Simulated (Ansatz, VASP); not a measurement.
## Two plane-wave programs on Te2Mo

```xyz
3
Lattice="3.6225 0.0000 0.0000 -1.8113 3.1372 0.0000 0.0000 0.0000 17.5198" Properties=species:S:1:pos:R:3 pbc="T T T"
Te    0.0000    2.0915   15.7246
Te    0.0000    2.0915    1.7952
Mo    0.0000    0.0000    0.0000
```

Change from the starting cell: strain +0.0450 x Voigt [1, 1, 0, 0, 0, 0], atoms carried along.

Alike in both runs: task single point; functional LDA; k mesh 12 × 12 × 2; occupations gaussian, width 0.05 eV; no spin polarisation.

```csv
,VASP,Ansatz
version,VASP 6.6.1,Ansatz 0.2.0
potentials or method,"VASP PAW LDA potentials, release 64 (Te, Mo_sv), cutoff 520 eV","scalar-relativistic, plane waves, PAW"
valence electrons in the cell,26,46
```

Ansatz gave:

```
gap on the k mesh at the Fermi level (eV) : 0.94
least direct gap on the mesh (eV)         : 0.94
rms of the force components (eV/Å)        : 0.361
```

Estimate VASP's values.

gap on the k mesh at the Fermi level (eV): 0.94; least direct gap on the mesh (eV): 0.94; rms of the force components (eV/Å): 0.338.

LDA's correlation is that of Perdew and Zunger in VASP and of Perdew and Wang (1992) in Ansatz. Atom by atom the forces differ by 0.023 eV/Å (rms over components). VASP's potentials hold 26 valence electrons a cell and Ansatz's 46, so a difference there can come from the potentials and not from the codes.

Neither program's run includes spin-orbit coupling.
